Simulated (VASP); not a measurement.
Wanted: the native input for a VASP 6.6.1 run.

| Property | Result |
| --- | --- |
| Task | single point |
| Functional | PBE |
| Potentials or basis | VASP PAW PBE potentials, release 64 (Co) |
| Cutoff | 520 eV |
| k mesh | 11 × 11 × 6 |
| Occupations | fermi-dirac, width 0.1 eV |
| Spin | collinear spin, ferromagnetic start |
| Starting moments | [2.0, 2.0] μB |
| Dipole correction | no |
| Further INCAR settings | ALGO = Normal; EDIFF = 1e-06; NBANDS = 20 |

The structure of Co lies in POSCAR:

```
Co
1.0
    2.4873648738      0.0000000000      0.0000000000
   -1.2436824369      2.1541211692      0.0000000000
    0.0000000000      0.0000000000      4.0632895034
Co
2
Direct
    0.6666666667      0.3333333333      0.2598610000
    0.3333333333      0.6666666667      0.7401390000
```

These files were run (other wordings do the same):

INCAR

```
SYSTEM = Co
PREC = Accurate
ENCUT = 520
EDIFF = 1E-6
ISMEAR = -1
SIGMA = 0.1
LREAL = .False.
LASPH = .True.
NELM = 150
ALGO = Normal
ISIF = 2
LWAVE = .False.
LCHARG = .True.
ISPIN = 2
MAGMOM = 2 2
LORBIT = 11
LMAXMIX = 4
GGA = PE
LELF = .True.
LVHAR = .True.
NBANDS = 20
```

KPOINTS

```
Automatic mesh
0
Gamma
  11 11 6
  0 0 0
```

Potentials or basis: VASP PAW PBE potentials, release 64 (Co).

The run is started by

```sh
$ cat potpaw_PBE.64/Co/POTCAR > POTCAR
$ mpirun -np 1 vasp_std > vasp.out
```

Results of the run:

| Quantity | Value |
| --- | --- |
| Pressure | -0.8 GPa |
| Largest force | 0.527 eV/Å |
| Net moment | 3.15 μB per cell |
| Site moments | Co +1.60 μB |
| Valence electrons inside the program's atomic spheres | Co 8.27 |

Run time: 100 s on 1 thread of Intel Xeon 8259CL (shared host), peak memory 0.17 GiB.
